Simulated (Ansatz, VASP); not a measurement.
**Two plane-wave programs on AlN**

The input INCAR:

```
PREC     = Accurate       # precision mode
ENCUT    = 520            # plane-wave cutoff, eV
EDIFF    = 1E-6           # SCF threshold, eV
ISMEAR   = 0              # smearing method
SIGMA    = 0.05           # smearing width, eV
LREAL    = False          # projectors in reciprocal space
LASPH    = True           # aspherical terms in the spheres
NELM     = 60             # most SCF steps
ALGO     = Normal         # electronic algorithm
ISIF     = 2              # what is computed and relaxed
LWAVE    = False          # write WAVECAR
LCHARG   = False          # write CHGCAR
GGA      = PE             # functional
NBANDS   = 11             # bands
```

File KPOINTS:

```
regular mesh
0
Gamma
  10 10 10
```

Contents of POSCAR:

```
AlN
1.0
    0.0791253401      1.9903654402      1.9903654402
    1.9903654402      0.0791253401      1.9903654402
    1.9903654402      1.9903654402      0.0791253401
Al N
1 1
Direct
    0.5000000000      0.5000000000      0.5000000000
    0.0000000000      0.0000000000      0.0000000000
```

Input for Ansatz:

```yaml
crystal:
  lattice:
    - [0.0791253401, 1.9903654402, 1.9903654402]
    - [1.9903654402, 0.0791253401, 1.9903654402]
    - [1.9903654402, 1.9903654402, 0.0791253401]
  atoms:
    - { symbol: Al, position: [0.5, 0.5, 0.5] }
    - { symbol: "N", position: [0.0, 0.0, 0.0] }
basis:
  ecutwfc: 520.0
kpoints:
  mp_grid: { grid: [10, 10, 10] }
hamiltonian:
  xc: pbe
  pseudopotentials: { kind: paw, azcp: { folder: soft_1 } }
scf:
  occupations: { method: gaussian, width: 0.05 }
output:
  forces: true
  stress: true
  eigenvalues: true
```

Alike in both runs: task single point; functional PBE; k mesh 10 × 10 × 10; occupations gaussian, width 0.05 eV; no spin polarisation.

```csv
,VASP,Ansatz
version,VASP 6.6.1,Ansatz 0.2.0
potentials or method,"VASP PAW PBE potentials, release 64 (Al, N), cutoff 520 eV","scalar-relativistic, plane waves, PAW"
valence electrons in the cell,8,8
```

|  | VASP | Ansatz | Ansatz less VASP |
| --- | --- | --- | --- |
| gap on the k mesh at the Fermi level (eV) | 4.32 | 4.31 | -0.003 |
| least direct gap on the mesh (eV) | 6.66 | 6.64 | -0.021 |

The functional is the same, so the differences come from potentials, cutoffs and numerics.
